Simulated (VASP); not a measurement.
## ZnO: single point with HSE06

Crystal: ZnO.

```
Zn O
1.0
     3.23534    0.00000    0.00000
    -1.61767    2.80189    0.00000
     0.00000    0.00000    5.21095
Zn O
2 2
Direct
  0.33333 0.66667 0.99765
  0.66667 0.33333 0.49765
  0.33333 0.66667 0.37735
  0.66667 0.33333 0.87735
```

```
Program             : VASP 6.6.1
Task                : single point
Functional          : HSE06
Potentials or basis : VASP PAW PBE potentials, release 64 (Zn, O)
Cutoff              : 520 eV
k mesh              : 6 × 6 × 2
Occupations         : gaussian, width 0.01 eV
Spin                : no spin polarisation
```

| Property | Result |
| --- | --- |
| Pressure | 2.8 GPa |
| Largest force | 0.007 eV/Å |
| Band gap on the k mesh | 2.49 eV |

Forces on the atoms (eV/Å):
```
Zn   0.000  0.000 -0.007
Zn   0.000  0.000 -0.007
O    0.000  0.000  0.007
O    0.000  0.000  0.007
```

Stress tensor (GPa, compression positive):
```
2.98 0.00 0.00
0.00 2.98 0.00
0.00 0.00 2.57
```

Levels at points of the mesh, in eV from the valence-band top:
```csv
k point,band 14,band 15,band 16,band 17,band 18,band 19,band 20,band 21,band 22,band 23
"(0.00, 0.00, 0.00)",-0.86,-0.86,-0.09,0.00,0.00,2.49,7.23,10.31,15.06,15.06
"(0.50, 0.00, 0.00)",-3.83,-3.09,-2.42,-1.42,-0.90,7.81,8.68,9.39,10.85,12.82
"(0.00, 0.00, 0.50)",-2.50,-0.43,-0.43,-0.43,-0.43,5.25,5.25,12.20,12.20,15.35
"(0.50, 0.00, 0.50)",-4.37,-1.63,-1.63,-1.48,-1.48,7.53,7.53,10.73,10.73,13.33
```

Wall time 47 min on 1 thread of AMD EPYC 7R43 64-Core Processor (Zen 3) (shared host), peak memory 0.24 GiB.

Caveat: the k points lie up to 0.60 Å⁻¹ apart; the PAW data sets were made with another functional, which shifts forces and pressure a little.
